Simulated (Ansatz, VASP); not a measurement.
## CaSe: VASP beside Ansatz

The input INCAR:

```
  ALGO = Normal
  EDIFF = 1E-6
  ENCUT = 520
  GGA = PE
  GGA_COMPAT = False
  ISIF = 2
  ISMEAR = -1
  LASPH = True
  LCHARG = False
  LORBIT = 11
  LORBMOM = True
  LREAL = False
  LSORBIT = True
  LWAVE = False
  MAGMOM = 0 0 0 0 0 0
  NBANDS = 28
  NELM = 150
  PREC = Accurate
  SIGMA = 0.02
```

KPOINTS

```
k-points
0
Gamma
  4 4 4
```

Contents of POSCAR:

```
CaSe
1.0
    3.6347849234      0.0000000000      0.0000000000
    0.0000000000      3.6347849234      0.0000000000
    0.0000000000      0.0000000000      3.6347849234
Ca Se
1 1
Direct
    0.0000000000      0.0000000000      0.0000000000
    0.5000000000      0.5000000000      0.5000000000
```

Input for Ansatz:

```yaml
crystal:
  lattice:
    - [3.6347849234, 0.0, 0.0]
    - [0.0, 3.6347849234, 0.0]
    - [0.0, 0.0, 3.6347849234]
  atoms:
    - { symbol: Ca, position: [0.0, 0.0, 0.0] }
    - { symbol: Se, position: [0.5, 0.5, 0.5] }
kpoints:
  mp_grid: { grid: [4, 4, 4] }
hamiltonian:
  xc: pbe
scf:
  occupations: { method: fermi_dirac, width: 0.02 }
  n_extra_bands: 24
magnetization:
  noncollinear: true
  spin_orbit: true
output:
  optics: { e_range: [0, 12], de: 0.05, sigma: 0.1, bands: scf }
```

Alike in both runs: task single point; functional PBE; k mesh 4 × 4 × 4; occupations fermi-dirac, width 0.02 eV; non-collinear spin, spin-orbit coupling.

|  | VASP | Ansatz |
| --- | --- | --- |
| version | VASP 6.6.1 | Ansatz 0.2.0 |
| potentials or method | VASP PAW PBE potentials, release 64 (Ca_sv, Se) | plane waves, PAW |
| plane-wave cutoff (eV) | 520 | 420 |
| valence electrons in the cell | 16 | 26 |

|  | VASP | Ansatz | Ansatz less VASP |
| --- | --- | --- | --- |
| net moment per atom (μB) | 0.00 | 0.00 | 0.000 |

VASP's potentials hold 16 valence electrons a cell and Ansatz's 26, so a difference there can come from the potentials and not from the codes. Ansatz's warnings: optics gap not shown off mesh.

The k mesh is coarse, so the values compare programs but aren't converged.
